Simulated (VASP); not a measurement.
# Si in VASP: single point with PBE+D3(BJ)

Aim: the single point of Si with PBE+D3(BJ).

All numbers are computed with VASP 6.6.1; they aren't measurements. Logs are shortened: lines on timing, memory, paths and dates and some standing lists are left out, and cuts for length are marked.

## Step 1: The cell of the first run

The cell holds a slab with vacuum, 2 atoms: a = 3.848 Å, b = 3.848 Å, c = 18.442 Å, α = 90.00°, β = 90.00°, γ = 120.00°.

## Step 2: Single point, PBE+D3(BJ)

The input, INCAR:

```
ALGO = Normal
DIPOL = 0.5 0.5 0.257
EDIFF = 1E-6
ENCUT = 400
GGA = PE
GGA_COMPAT = F
IDIPOL = 3
ISIF = 2
ISMEAR = 0
IVDW = 12
LASPH = T
LCHARG = F
LDIPOL = T
LREAL = F
LWAVE = F
NBANDS = 11
NELM = 120
NELMDL = -8
PREC = Accurate
SIGMA = 0.1
```

The input, KPOINTS:

```
k-points
0
Gamma
  9 9 1
```

The input, POSCAR:

```
Si
1.0
    3.8475254730      0.0000000000      0.0000000000
   -1.9237627365      3.3320548013      0.0000000000
    0.0000000000      0.0000000000     18.4415958255
Si
2
Direct
    0.3333333333      0.6666666667      0.2695427207
    0.6666666667      0.3333333333      0.2440135899
```

Potentials or basis: VASP PAW PBE potentials, release 64 (Si).

On the command line:

```sh
$ cat potpaw_PBE.64/Si/POTCAR > POTCAR
$ mpirun -np 1 vasp_std > vasp.out
```

OUTCAR:

```text
EDIFF = 1E-6
   ENCUT = 400
   GGA = PE
   ISIF = 2
   ISMEAR = 0
   IVDW = 12
   LASPH = T
   LREAL = F
   NELM = 120
   NELMDL = -8
   PREC = Accurate
 IVDW          = 12

 ion  position               nearest neighbor table
   1  0.333  0.667  0.270-   2 2.27   2 2.27   2 2.27
   2  0.667  0.333  0.244-   1 2.27   1 2.27   1 2.27

  LATTYP: Found a hexagonal cell.
 ALAT       =     3.8475254730
 C/A-ratio  =     4.7931055830

  Lattice vectors:

 A1 = (   3.8475254730,   0.0000000000,   0.0000000000)
 A2 = (  -1.9237627365,   3.3320548013,   0.0000000000)
 A3 = (   0.0000000000,   0.0000000000,  18.4415958255)

Analysis of symmetry for initial positions (statically):
=====================================================================
 Subroutine PRICEL returns:
 Original cell was already a primitive cell.

 Routine SETGRP: Setting up the symmetry group for a
 hexagonal supercell.

 Subroutine GETGRP returns: Found 12 space group operations
 (whereof  6 operations were pure point group operations)
 out of a pool of 24 trial point group operations.

The static configuration has the point symmetry C_3v.
 The point group associated with its full space group is D_3d.

Analysis of symmetry for dynamics (positions and initial velocities):
=====================================================================
 Subroutine PRICEL returns:
 Original cell was already a primitive cell.

 Routine SETGRP: Setting up the symmetry group for a
 hexagonal supercell.

 Subroutine GETGRP returns: Found 12 space group operations
 (whereof  6 operations were pure point group operations)
 out of a pool of 24 trial point group operations.

The dynamic configuration has the point symmetry C_3v.
 The point group associated with its full space group is D_3d.

 Subroutine INISYM returns: Found 12 space group operations
 (whereof  6 operations are pure point group operations),
 and found     1 'primitive' translations

----------------------------------------------------------------------------------------

                                     Primitive cell

  volume of cell :     236.4243

  direct lattice vectors                    reciprocal lattice vectors
     3.847525473  0.000000000  0.000000000     0.259907311  0.150057556  0.000000000
    -1.923762737  3.332054801  0.000000000     0.000000000  0.300115112  0.000000000
     0.000000000  0.000000000 18.441595825     0.000000000  0.000000000  0.054225242

  length of vectors
     3.847525473  3.847525473 18.441595825     0.300115112  0.300115112  0.054225242

  position of ions in fractional coordinates (direct lattice)
     0.333333333  0.666666667  0.269542721
     0.666666667  0.333333333  0.244013590

  ion indices of the primitive-cell ions
   primitive index   ion index
                 1           1
                 2           2

----------------------------------------------------------------------------------------

 KPOINTS: k-points

Automatic generation of k-mesh.
 Grid dimensions read from file:
 generate k-points for:    9    9    1

 Generating k-lattice:

  Cartesian coordinates                     Fractional coordinates (reciprocal lattice)
     0.028878590  0.016673062  0.000000000     0.111111111  0.000000000  0.000000000
     0.000000000  0.033346124  0.000000000     0.000000000  0.111111111  0.000000000
     0.000000000  0.000000000  0.054225242     0.000000000  0.000000000  1.000000000

  Length of vectors
     0.033346124  0.033346124  0.054225242

  Shift w.r.t. Gamma in fractional coordinates (k-lattice)
     0.000000000  0.000000000  0.000000000

 Subroutine IBZKPT returns following result:
 ===========================================

 Found     12 irreducible k-points:

 Following reciprocal coordinates:
            Coordinates               Weight
  0.000000  0.000000  0.000000      1.000000
  0.111111  0.000000  0.000000      6.000000
  0.222222  0.000000  0.000000      6.000000
  0.333333  0.000000  0.000000      6.000000
  0.444444  0.000000  0.000000      6.000000
  0.111111  0.111111  0.000000      6.000000
  0.222222  0.111111  0.000000     12.000000
  0.333333  0.111111  0.000000     12.000000
  0.444444  0.111111  0.000000      6.000000
  0.222222  0.222222  0.000000      6.000000
  0.333333  0.222222  0.000000     12.000000
  0.333333  0.333333  0.000000      2.000000
   k-points           NKPTS =     12   k-points in BZ     NKDIM =     12   number of bands    NBANDS=     11
   number of dos      NEDOS =    301   number of ions     NIONS =      2
   total plane-waves  NPLWV =  94080
   dimension x,y,z NGX =    28 NGY =   28 NGZ =  120
   dimension x,y,z NGXF=    56 NGYF=   56 NGZF=  240
   ions per type =               2
   NGX,Y,Z   is equivalent  to a cutoff of  12.10, 12.10, 10.82 a.u.
   NGXF,Y,Z  is equivalent  to a cutoff of  24.20, 24.20, 21.64 a.u.
 SYSTEM =  unknown system
   PREC   = accura    normal or accurate (medium, high low for compatibility)
   ISTART =      0    job   : 0-new  1-cont  2-samecut
   ICHARG =      2    charge: 1-file 2-atom 10-const
   ISPIN  =      1    spin polarized calculation?
   LNONCOLLINEAR =      F non collinear calculations
   LSORBIT =      F    spin-orbit coupling
   LASPH  =      T    aspherical Exc in radial PAW
   ENCUT  =  400.0 eV  29.40 Ry    5.42 a.u.   6.27  6.27 30.07*2*pi/ulx,y,z
   NELM   =    120;   NELMIN=  2; NELMDL= -8     # of ELM steps
   EDIFF  = 0.1E-05   stopping-criterion for ELM
   LREAL  =      F    real-space projection
   EDIFFG = 0.1E-04   stopping-criterion for IOM
   NSW    =      0    number of steps for IOM
   IBRION =     -1    ionic relax: 0-MD 1-quasi-New 2-CG
   NFREE  =      0    steps in history (QN), initial steepest desc. (CG)
   ISIF   =      2    stress and relaxation
   ISYM   =      2    0-nonsym 1-usesym 2-fastsym
   POTIM  = 0.5000    time-step for ionic-motion
   TEBEG  =    0.0;   TEEND  =   0.0 temperature during run
   PSTRESS=    0.0 pullay stress
   NELECT =       8.0000    total number of electrons
   NUPDOWN=      -1.0000    fix difference up-down
   EMIN   =  10.00;   EMAX   =-10.00  energy-range for DOS
   EFERMI =   0.00;   METHOD = LEGACY
   ISMEAR =     0;   SIGMA  =   0.10  broadening in eV -4-tet -1-fermi 0-gaus
   EFERMI_NEDOS =   21; number of points for ismear=-14 and -15
   IALGO  =     38    algorithm
   IMIX   =      4    mixing-type and parameters
     AMIX     =   0.40;   BMIX     =  1.00
     AMIX_MAG =   1.60;   BMIX_MAG =  1.00
  volume/ion in A,a.u.               =     118.21       797.74
  Fermi-wavevector in a.u.,A,eV,Ry     =   0.529510  1.000629  3.814812  0.280381
  Thomas-Fermi vector in A             =   1.551640
   LORBIT       =      0    0 simple, 1 ext, 2 COOP (PROOUT), +10 PAW based schemes
   GGA     = PE    functional components
   LHFCALC =     F    Hartree Fock is set to
   AEXX    =    0.0000 exact exchange contribution
   IVDW    =    12    specifies the selected vdW correction
   LEPSILON=     F    determine dielectric tensor
   LRPA    =     F    only Hartree local field effects (RPA)
 non-spin polarized calculation
 Gauss-broadening in eV      SIGMA  =   0.10
  energy-cutoff  :      400.00
  volume of cell :      236.42
 maximum number of plane-waves:      4311
 NGX is ok and might be reduce to    28
   NGX = 13   NGY = 13   NGZ = 61

 dipolmoment           0.000000      0.000000      0.000056 electrons x Angstroem

 number of electron       7.9999999 magnetization

 dipolmoment           0.000000      0.000000     -0.000014 electrons x Angstroem

 Free energy of the ion-electron system (eV)
  ---------------------------------------------------
  ext. energy  EPLUGINS =         0.00000000
  ---------------------------------------------------
  free energy    TOTEN  =        -9.56248571 eV

  energy without entropy =       -9.55969959  energy(sigma->0) =       -9.56109265

 E-fermi :  -2.7875     XC(G=0):  -2.3504

 val. band max:       -2.7874843469   @ k =   0.3333   0.3333   0.0000
 cond. band min:      -2.7874775224   @ k =   0.3333   0.3333   0.0000
 fundamental gap:      0.0000068245
 Fermi energy:        -2.7874809345

 k-point     1 :       0.0000    0.0000    0.0000
  band No.  band energies     occupation
      1     -13.8936      2.00000
      2      -5.9901      2.00000
      3      -3.9785      2.00000
      4      -3.9785      2.00000
      5      -0.7349      0.00000
      6      -0.2598      0.00000
      7       0.2542      0.00000
      8       0.2542      0.00000
      9       1.5986      0.00000
     10       1.8334      0.00000
     11       2.8615      0.00000

 k-point     2 :       0.1111    0.0000    0.0000
  band No.  band energies     occupation
      1     -13.7481      2.00000
      2      -5.9017      2.00000
      3      -4.9342      2.00000
      4      -4.2251      2.00000
      5      -0.3650      0.00000
      6      -0.1615      0.00000
      7       0.6351      0.00000
      8       0.7796      0.00000
      9       1.7611      0.00000
     10       1.9659      0.00000
     11       2.7455      0.00000

 k-point     3 :       0.2222    0.0000    0.0000
  band No.  band energies     occupation
      1     -13.3176      2.00000
      2      -6.8041      2.00000
      3      -5.3302      2.00000
      4      -4.7080      2.00000
      5      -0.8955      0.00000
      6      -0.0650      0.00000
      7       1.6939      0.00000
      8       2.0738      0.00000
      9       2.2512      0.00000
     10       2.5151      0.00000
     11       2.6511      0.00000
[... 99 lines left out ...]
 k-point    11 :       0.3333    0.2222    0.0000
  band No.  band energies     occupation
      1     -11.4020      2.00000
      2      -9.8527      2.00000
      3      -6.8423      2.00000
      4      -3.5347      2.00000
      5      -2.0985      0.00000
      6       1.1635      0.00000
      7       1.6275      0.00000
      8       3.1249      0.00000
      9       3.4337      0.00000
     10       4.7413      0.00000
     11       4.8376      0.00000

 k-point    12 :       0.3333    0.3333    0.0000
  band No.  band energies     occupation
      1     -10.6002      2.00000
      2     -10.6002      2.00000
      3      -7.2541      2.00000
      4      -2.7875      1.00004
      5      -2.7875      0.99996
      6       1.2059      0.00000
      7       2.9346      0.00000
      8       3.4326      0.00000
      9       3.4326      0.00000
     10       4.4627      0.00000
     11       4.4627      0.00000

------------------------ aborting loop because EDIFF is reached ----------------------------------------

 vacuum level on the upper side and lower side of the slab       (xc-potential included)        -0.250        -0.252

 Edisp (eV)   -0.38171

 E8    (eV) :    -0.1696

  FORCE on cell =-STRESS in cart. coord.  units (eV):
  Direction    XX          YY          ZZ          XY          YZ          ZX
  --------------------------------------------------------------------------------------
  -------------------------------------------------------------------------------------
  Total      -0.00232    -0.00232    -0.00751     0.00000     0.00000     0.00000
  in kB      -0.01571    -0.01571    -0.05086     0.00000     0.00000     0.00000
  external pressure =       -0.03 kB  Pullay stress =        0.00 kB

 VOLUME and BASIS-vectors are now :
 -----------------------------------------------------------------------------
  energy-cutoff  :      400.00
  volume of cell :      236.42
      direct lattice vectors                 reciprocal lattice vectors
     3.847525473  0.000000000  0.000000000     0.259907311  0.150057556  0.000000000
    -1.923762737  3.332054801  0.000000000     0.000000000  0.300115112  0.000000000
     0.000000000  0.000000000 18.441595825     0.000000000  0.000000000  0.054225242

 POSITION                                       TOTAL-FORCE (eV/Angst)
 -----------------------------------------------------------------------------------
     -0.00000      2.22137      4.97080        -0.000000     -0.000000     -0.002243
      1.92376      1.11068      4.50000         0.000000      0.000000      0.002243
 -----------------------------------------------------------------------------------
    total drift:                               -0.000000     -0.000000     -0.000076

  FREE ENERGIE OF THE ION-ELECTRON SYSTEM (eV)
  ---------------------------------------------------
  free  energy   TOTEN  =        -9.9441940589 eV

  energy  without entropy=       -9.9414079375  energy(sigma->0) =       -9.94280100

 vacuum level on the upper side and lower side of the slab         1.683         1.682
```

It took 23 s on 1 thread of AMD EPYC 9R45 (Zen 5), shared host; peak memory 0.24 GiB.

What came out:

```yaml
Free_energy: -9.9442 eV
Band_gap_on_the_k_mesh: zero (filled and empty bands touch)
Dispersion_energy_per_atom: -0.191 eV
```

Forces on the atoms (eV/Å):
```
Si   0.000  0.000 -0.002
Si   0.000  0.000  0.002
```
